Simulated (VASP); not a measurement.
# Pb (Im-3m) in VASP: settings compared

Pb is run at these levels: PBE0, BLYP+D3(BJ), PBEsol+D4, RPBE+D3(BJ); tasks: single point, relaxation of cell and atoms.

Program: VASP 6.6.1. These are calculated values, not measurements. Logs are shortened: lines on timing, memory, paths and dates and some standing lists are left out, and cuts for length are marked.

### Step 1. The cell of the first run

The structure is cubic, space group Im-3m (No. 229). The conventional cell has a = 3.986 Å, b = 3.986 Å, c = 3.986 Å, α = 90.00°, β = 90.00°, γ = 90.00°. Pb (site symmetry m-3m) has 14 Pb at 3.45 to 3.99 Å within 4.5 Å.

This isn't the form of Pb at room conditions, which is fcc.

### Step 2. Single point, PBE0

The input, POSCAR:

```
Pb
1.0
   -1.9927702770      1.9927702770      1.9927702770
    1.9927702770     -1.9927702770      1.9927702770
    1.9927702770      1.9927702770     -1.9927702770
Pb
1
Direct
    0.0000000000      0.0000000000      0.0000000000
```

The input, INCAR.step1:

```
SYSTEM = Pb
  PREC = Accurate
  ENCUT = 520
  EDIFF = 1E-5
  ISMEAR = -1
  SIGMA = 0.05
  LREAL = .False.
  LASPH = .True.
  NELM = 100
  ALGO = Normal
  ISIF = 2
  LWAVE = .True.
  LCHARG = .False.
  NBANDS = 13
  GGA = PE
```

The input, INCAR.step2:

```
SYSTEM = Pb
  PREC = Accurate
  ENCUT = 520
  EDIFF = 1E-7
  ISMEAR = -1
  SIGMA = 0.05
  LREAL = .False.
  LASPH = .True.
  NELM = 100
  ALGO = Normal
  ISIF = 2
  LWAVE = .False.
  LCHARG = .False.
  GGA = PE
  LHFCALC = .True.
  AEXX = 0.25
  PRECFOCK = Normal
  NBANDS = 13
  ISTART = 1
```

The input, KPOINTS:

```
Automatic mesh
0
Gamma
  6 6 6
  0 0 0
```

Potentials or basis: VASP PAW PBE potentials, release 64 (Pb_d).

Command:

```sh
cat potpaw_PBE.64/Pb_d/POTCAR > POTCAR
cp INCAR.step1 INCAR
mpirun -np 1 vasp_std > vasp.out
cp INCAR.step2 INCAR
mpirun -np 1 vasp_std > vasp.out
```

OUTCAR:

```text
SYSTEM = Pb
   PREC = Accurate
   ENCUT = 520
   EDIFF = 1E-7
   ISMEAR = -1
   LREAL = .False.
   LASPH = .True.
   NELM = 100
   ISIF = 2
   GGA = PE
   LHFCALC = .True.
   AEXX = 0.25
   PRECFOCK = Normal
   ISTART = 1

 ion  position               nearest neighbor table
   1  0.000  0.000  0.000-

  LATTYP: Found a body centered cubic cell.
 ALAT       =     3.9855405540

  Lattice vectors:

 A1 = (  -1.9927702770,   1.9927702770,   1.9927702770)
 A2 = (   1.9927702770,  -1.9927702770,   1.9927702770)
 A3 = (   1.9927702770,   1.9927702770,  -1.9927702770)

Analysis of symmetry for initial positions (statically):
=====================================================================
 Subroutine PRICEL returns:
 Original cell was already a primitive cell.

 Routine SETGRP: Setting up the symmetry group for a
 body centered cubic supercell.

 Subroutine GETGRP returns: Found 48 space group operations
 (whereof 48 operations were pure point group operations)
 out of a pool of 48 trial point group operations.

The static configuration has the point symmetry O_h .

Analysis of symmetry for dynamics (positions and initial velocities):
=====================================================================
 Subroutine PRICEL returns:
 Original cell was already a primitive cell.

 Routine SETGRP: Setting up the symmetry group for a
 body centered cubic supercell.

 Subroutine GETGRP returns: Found 48 space group operations
 (whereof 48 operations were pure point group operations)
 out of a pool of 48 trial point group operations.

The dynamic configuration has the point symmetry O_h .

 Subroutine INISYM returns: Found 48 space group operations
 (whereof 48 operations are pure point group operations),
 and found     1 'primitive' translations

----------------------------------------------------------------------------------------

                                     Primitive cell

  volume of cell :      31.6542

  direct lattice vectors                    reciprocal lattice vectors
    -1.992770277  1.992770277  1.992770277     0.000000000  0.250906994  0.250906994
     1.992770277 -1.992770277  1.992770277     0.250906994  0.000000000  0.250906994
     1.992770277  1.992770277 -1.992770277     0.250906994  0.250906994  0.000000000

  length of vectors
     3.451579368  3.451579368  3.451579368     0.354836074  0.354836074  0.354836074

  position of ions in fractional coordinates (direct lattice)
     0.000000000  0.000000000  0.000000000

  ion indices of the primitive-cell ions
   primitive index   ion index
                 1           1

----------------------------------------------------------------------------------------

 KPOINTS: Automatic mesh

Automatic generation of k-mesh.
 Grid dimensions read from file:
 generate k-points for:    6    6    6

 Generating k-lattice:

  Cartesian coordinates                     Fractional coordinates (reciprocal lattice)
     0.000000000  0.041817832  0.041817832     0.166666667  0.000000000  0.000000000
     0.041817832  0.000000000  0.041817832     0.000000000  0.166666667  0.000000000
     0.041817832  0.041817832  0.000000000     0.000000000  0.000000000  0.166666667

  Length of vectors
     0.059139346  0.059139346  0.059139346

  Shift w.r.t. Gamma in fractional coordinates (k-lattice)
     0.000000000  0.000000000  0.000000000

 Subroutine IBZKPT returns following result:
 ===========================================

 Found     16 irreducible k-points:

 Following reciprocal coordinates:
            Coordinates               Weight
  0.000000  0.000000  0.000000      1.000000
  0.166667  0.000000  0.000000     12.000000
  0.333333  0.000000  0.000000     12.000000
  0.500000  0.000000  0.000000      6.000000
  0.166667  0.166667  0.000000     24.000000
  0.333333  0.166667  0.000000     48.000000
[... 8 lines left out ...]
  0.500000  0.500000  0.333333     12.000000
  0.500000  0.500000  0.500000      1.000000
   k-points           NKPTS =     16   k-points in BZ     NKDIM =    216   number of bands    NBANDS=     13
   number of dos      NEDOS =    301   number of ions     NIONS =      1
   total plane-waves  NPLWV =  21952
   dimension x,y,z NGX =    28 NGY =   28 NGZ =   28
   dimension x,y,z NGXF=    56 NGYF=   56 NGZF=   56
   ions per type =               1
   NGX,Y,Z   is equivalent  to a cutoff of  13.49, 13.49, 13.49 a.u.
   NGXF,Y,Z  is equivalent  to a cutoff of  26.97, 26.97, 26.97 a.u.
 SYSTEM =  Pb
   PREC   = accura    normal or accurate (medium, high low for compatibility)
   ISTART =      1    job   : 0-new  1-cont  2-samecut
   ICHARG =      0    charge: 1-file 2-atom 10-const
   ISPIN  =      1    spin polarized calculation?
   LNONCOLLINEAR =      F non collinear calculations
   LSORBIT =      F    spin-orbit coupling
   LASPH  =      T    aspherical Exc in radial PAW
   ENCUT  =  520.0 eV  38.22 Ry    6.18 a.u.   6.42  6.42  6.42*2*pi/ulx,y,z
   NELM   =    100;   NELMIN=  2; NELMDL=  0     # of ELM steps
   EDIFF  = 0.1E-06   stopping-criterion for ELM
   LREAL  =      F    real-space projection
   EDIFFG = 0.1E-05   stopping-criterion for IOM
   NSW    =      0    number of steps for IOM
   IBRION =     -1    ionic relax: 0-MD 1-quasi-New 2-CG
   NFREE  =      0    steps in history (QN), initial steepest desc. (CG)
   ISIF   =      2    stress and relaxation
   ISYM   =      3    0-nonsym 1-usesym 2-fastsym
   POTIM  = 0.5000    time-step for ionic-motion
   TEBEG  =    0.0;   TEEND  =   0.0 temperature during run
   PSTRESS=    0.0 pullay stress
   NELECT =      14.0000    total number of electrons
   NUPDOWN=      -1.0000    fix difference up-down
   EMIN   =  10.00;   EMAX   =-10.00  energy-range for DOS
   EFERMI =   0.00;   METHOD = LEGACY
   ISMEAR =    -1;   SIGMA  =   0.05  broadening in eV -4-tet -1-fermi 0-gaus
   EFERMI_NEDOS =   21; number of points for ismear=-14 and -15
   IALGO  =     38    algorithm
   IMIX   =      1    mixing-type and parameters
     AMIX     =   0.40;   BMIX     =  1.00
     AMIX_MAG =   1.60;   BMIX_MAG =  1.00
  volume/ion in A,a.u.               =      31.65       213.61
  Fermi-wavevector in a.u.,A,eV,Ry     =   1.247308  2.357070 21.167625  1.555777
  Thomas-Fermi vector in A             =   2.381446
   LORBIT       =      0    0 simple, 1 ext, 2 COOP (PROOUT), +10 PAW based schemes
   GGA     = PE    functional components
   LHFCALC =     T    Hartree Fock is set to
   PRECFOCK=normal    Normal, Fast or Accurate (Low or Medium for compatibility)
   ENCUT4O =  -1.0   cutoff for four orbital integrals eV
   NKREDX  =     1    reduce k-point grid by
   NKREDY  =     1    reduce k-point grid by
   NKREDZ  =     1    reduce k-point grid by
   AEXX    =    0.2500 exact exchange contribution
   HFSCREEN=    0.0000 screening length (either q_TF or 0.3 A-1)
   HFSCREENC=   0.0000 screening length for correlation (either q_TF or 0.3 A-1)
   ENCUTFOCK=  -1.0 apply spherical cutoff to Coloumb kernel
   IVDW    =     0    specifies the selected vdW correction
   LEPSILON=     F    determine dielectric tensor
   LRPA    =     F    only Hartree local field effects (RPA)
 non-spin polarized calculation
  energy-cutoff  :      520.00
  volume of cell :       31.65
 maximum number of plane-waves:       887
 NGX is ok and might be reduce to    28
  NGX = 20; NGY = 20; NGZ = 20

 number of electron      13.9999998 magnetization

 Free energy of the ion-electron system (eV)
  ---------------------------------------------------
  ext. energy  EPLUGINS =         0.00000000
  ---------------------------------------------------
  free energy    TOTEN  =        -4.53060195 eV

  energy without entropy =       -4.52719140  energy(sigma->0) =       -4.52889668

 E-fermi :   6.4652     XC(G=0):  -7.8976

 val. band max:        6.4066236346   @ k =   0.3333   0.1667   0.1667
 cond. band min:       7.3987740958   @ k =   0.5000   0.5000   0.3333
 fundamental gap:      0.9921504613
 Fermi energy:         6.4652119314

 k-point     1 :       0.0000    0.0000    0.0000
  band No.  band energies     occupation
      1     -12.7174      2.00000
      2     -12.7174      2.00000
      3     -12.7174      2.00000
      4     -12.4946      2.00000
      5     -12.4946      2.00000
      6      -6.4800      2.00000
      7      15.1962      0.00000
      8      15.1962      0.00000
      9      15.1962      0.00000
     10      18.8979      0.00000
     11      18.8979      0.00000
     12      18.8979      0.00000
     13      19.1838      0.00000

 k-point     2 :       0.1667    0.0000    0.0000
  band No.  band energies     occupation
      1     -12.7372      2.00000
      2     -12.6969      2.00000
      3     -12.6307      2.00000
      4     -12.5142      2.00000
      5     -12.4969      2.00000
      6      -5.8729      2.00000
      7      10.9832      0.00000
      8      13.6471      0.00000
      9      14.4645      0.00000
     10      16.8035      0.00000
     11      17.7840      0.00000
     12      18.8096      0.00000
     13      20.8943      0.00000

 k-point     3 :       0.3333    0.0000    0.0000
  band No.  band energies     occupation
      1     -12.7768      2.00000
      2     -12.6963      2.00000
      3     -12.5222      2.00000
      4     -12.5017      2.00000
      5     -12.4522      2.00000
      6      -4.0992      2.00000
      7       5.0841      2.00000
      8      11.6677      0.00000
      9      13.2136      0.00000
     10      15.3902      0.00000
     11      16.7682      0.00000
     12      20.2106      0.00000
     13      21.7949      0.00000
[... 177 lines left out ...]
 k-point    15 :       0.5000    0.5000    0.3333
  band No.  band energies     occupation
      1     -12.7261      2.00000
      2     -12.7051      2.00000
      3     -12.4982      2.00000
      4     -12.4498      2.00000
      5     -12.3847      2.00000
      6      -0.4562      2.00000
      7       4.5360      2.00000
      8       7.3988      0.00000
      9       8.1674      0.00000
     10      13.2619      0.00000
     11      14.2413      0.00000
     12      22.5297      0.00000
     13      22.9044      0.00000

 k-point    16 :       0.5000    0.5000    0.5000
  band No.  band energies     occupation
      1     -12.7684      2.00000
      2     -12.7684      2.00000
      3     -12.3923      2.00000
      4     -12.3923      2.00000
      5     -12.3923      2.00000
      6       0.6913      2.00000
      7       6.1816      1.99315
      8       6.1816      1.99315
      9       6.1816      1.99315
     10      11.8547      0.00000
     11      11.8547      0.00000
     12      24.5086      0.00000
     13      27.0987      0.00000

------------------------ aborting loop because EDIFF is reached ----------------------------------------

  FORCE on cell =-STRESS in cart. coord.  units (eV):
  Direction    XX          YY          ZZ          XY          YZ          ZX
  --------------------------------------------------------------------------------------
  -------------------------------------------------------------------------------------
  Total       -0.2764793     -0.2764793     -0.2764793     -0.0000000     -0.0000000     -0.0000000
  in kB      -13.9939897    -13.9939897    -13.9939897     -0.0000000     -0.0000000     -0.0000000
  external PRESSURE =     -13.9939897 kB  Pullay stress =       0.0000000 kB

 VOLUME and BASIS-vectors are now :
 -----------------------------------------------------------------------------
  energy-cutoff  :      520.00
  volume of cell :       31.65
      direct lattice vectors                 reciprocal lattice vectors
    -1.992770277  1.992770277  1.992770277     0.000000000  0.250906994  0.250906994
     1.992770277 -1.992770277  1.992770277     0.250906994  0.000000000  0.250906994
     1.992770277  1.992770277 -1.992770277     0.250906994  0.250906994  0.000000000

 POSITION                                       TOTAL-FORCE (eV/Angst)
 -----------------------------------------------------------------------------------
      0.00000      0.00000      0.00000         0.000000      0.000000      0.000000
 -----------------------------------------------------------------------------------
    total drift:                                0.000000     -0.000000     -0.000000

  FREE ENERGIE OF THE ION-ELECTRON SYSTEM (eV)
  ---------------------------------------------------
  free  energy   TOTEN  =        -4.5306019528 eV

  energy  without entropy=       -4.5271913995  energy(sigma->0) =       -4.52889668
```

Run time: 12 min. Hardware: 1 thread of Intel Xeon 6975P-C (Granite Rapids), shared host; peak memory 0.17 GiB.

What came out:

| Item | Value |
| --- | --- |
| Free energy | -4.5306 eV |
| Pressure | -1.4 GPa |
| Band gap on the k mesh | zero (bands 7 and 8 overlap by 11.01 eV) |

Caveat: the k points lie up to 0.37 Å⁻¹ apart, too coarse for converged energies and pressures of a metal; the PAW data sets were made with another functional, which shifts forces and pressure a little; spin-orbit coupling is left out, which moves the levels of the heavy elements.

### Step 3. Relaxation of cell and atoms, BLYP+D3(BJ)

This run uses another cell than the first one, of 31.03 Å³/atom.

The input, INCAR:

```
SYSTEM = Pb
  PREC = Accurate
  ENCUT = 600
  EDIFF = 1E-6
  ISMEAR = -1
  SIGMA = 0.05
  LREAL = .False.
  LASPH = .True.
  NELM = 80
  ALGO = Fast
  ISIF = 3
  LWAVE = .False.
  LCHARG = .False.
  GGA = B5
  ALDAX = 1.0
  AGGAX = 1.0
  AGGAC = 1.0
  ALDAC = 0.0
  IVDW = 12
  VDW_S6 = 1.0
  VDW_S8 = 2.6996
  VDW_A1 = 0.4298
  VDW_A2 = 4.2359
  IBRION = 2
  NSW = 60
  EDIFFG = -0.01
```

The input, KPOINTS:

```
Automatic mesh
0
Gamma
  9 9 9
  0 0 0
```

The input, POSCAR:

```
Pb
1.0
   -1.9796595667      1.9796595667      1.9796595667
    1.9796595667     -1.9796595667      1.9796595667
    1.9796595667      1.9796595667     -1.9796595667
Pb
1
Direct
    0.0000000000      0.0000000000      0.0000000000
```

Potentials or basis: VASP PAW PBE potentials, release 64 (Pb_d).

Command:

```sh
cat potpaw_PBE.64/Pb_d/POTCAR > POTCAR
mpirun -np 1 vasp_std > vasp.out
```

It took 64 s on 1 thread of Intel Xeon 8259CL, shared host; peak memory 0.18 GiB.

It converged, with:

```yaml
Free_energy: -3.7399 eV
Relaxed_volume: 30.64 Å³/atom
Relaxed_cell: a = 3.414 Å, b = 3.414 Å, c = 3.414 Å, α = 109.47°, β = 109.47°, γ = 109.47°
Space_group_after_relaxing_to_0.1_Å: Im-3m (No. 229)
Energy_gained_by_relaxing: 0.5 meV/atom
Ionic_steps: 4
Pressure_after_relaxing: 0.0 GPa
Band_gap_on_the_k_mesh: zero (bands 7 and 8 overlap by 9.28 eV)
Dispersion_energy_per_atom: -0.989 eV
```

Step by step:
```tsv
step	energy change (eV)	largest force (eV/Å)	pressure (GPa)	volume (Å³)
1	0.0000	0.0000	-0.41	31.03
2	-0.0005	0.0000	-0.07	30.68
3	-0.0005	0.0000	0.07	30.61
4	-0.0005	0.0000	0.05	30.64
```

Final structure:
```cif
data_structure
_symmetry_space_group_name_H-M 'P 1'
_symmetry_Int_Tables_number 1
_cell_length_a 3.4145
_cell_length_b 3.4145
_cell_length_c 3.4145
_cell_angle_alpha 109.471
_cell_angle_beta 109.471
_cell_angle_gamma 109.471
_cell_volume 30.64
loop_
_atom_site_label
_atom_site_type_symbol
_atom_site_fract_x
_atom_site_fract_y
_atom_site_fract_z
_atom_site_occupancy
Pb1 Pb 0.00000 0.00000 0.00000 1
```

Levels at points of the mesh, in eV from the Fermi level:
| k point | band 3 | band 4 | band 5 | band 6 | band 7 | band 8 | band 9 | band 10 | band 11 |
| --- | --- | --- | --- | --- | --- | --- | --- | --- | --- |
| (0.00, 0.00, 0.00) | -17.21 | -16.97 | -16.97 | -11.80 | 7.25 | 7.25 | 7.25 | 11.28 | 11.28 |

Caveat: the PAW data sets were made with another functional, which shifts forces and pressure a little; spin-orbit coupling is left out, which moves the levels of the heavy elements.

(Part 1 of 2 ends here.)
